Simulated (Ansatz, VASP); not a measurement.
## One calculation of PbSe, two programs

INCAR

```
SYSTEM = PbSe
PREC = Accurate
ENCUT = 500
EDIFF = 1E-6
ISMEAR = 0
SIGMA = 0.05
LREAL = .FALSE.
LASPH = .TRUE.
NELM = 120
ALGO = Normal
ISIF = 2
LWAVE = .FALSE.
LCHARG = .FALSE.
GGA = RE
IVDW = 13
NBANDS = 17
GGA_COMPAT = .FALSE.
```

File KPOINTS:

```
Automatic mesh
0
G
  6 6 6
  0 0 0
```

Contents of POSCAR:

```
PbSe
1.0
    0.0000000000      3.0247884761      3.0247884761
    3.0247884761      0.0000000000      3.0247884761
    3.0247884761      3.0247884761      0.0000000000
Pb Se
1 1
Direct
    0.5000000000      0.5000000000      0.5000000000
    0.0000000000      0.0000000000      0.0000000000
```

Input for Ansatz:

```yaml
crystal:
  lattice:
    - [0.0, 3.0247884761, 3.0247884761]
    - [3.0247884761, 0.0, 3.0247884761]
    - [3.0247884761, 3.0247884761, 0.0]
  atoms:
    - { symbol: Pb, position: [0.5, 0.5, 0.5] }
    - { symbol: Se, position: [0.0, 0.0, 0.0] }
basis:
  ecutwfc: 420
  ecutrho_ratio: 4
kpoints:
  mp_grid: { grid: [6, 6, 6] }
hamiltonian:
  xc: revpbe
  dispersion: d4
scf:
  occupations: { method: gaussian, width: 0.05 }
output:
  forces: true
  stress: true
  eigenvalues: true
```

Alike in both runs: task single point; functional revPBE; dispersion D4; k mesh 6 × 6 × 6; occupations gaussian, width 0.05 eV; no spin polarisation.

|  | VASP | Ansatz |
| --- | --- | --- |
| version | VASP 6.6.1 | Ansatz 0.2.0 |
| potentials or method | VASP PAW PBE potentials, release 64 (Pb_d, Se), cutoff 500 eV | scalar-relativistic, plane waves, PAW |
| valence electrons in the cell | 20 | 30 |

```tsv
	VASP	Ansatz	Ansatz less VASP
gap on the k mesh at the Fermi level (eV)	0.23	0.22	-0.006
least direct gap on the mesh (eV)	0.23	0.22	-0.006
pressure (GPa)	2.2	2.2	+0.02
```

VASP's potentials were made for PBE, not for revPBE. VASP's potentials hold 20 valence electrons a cell and Ansatz's 30, so a difference there can come from the potentials and not from the codes.

Spin-orbit coupling is off throughout.
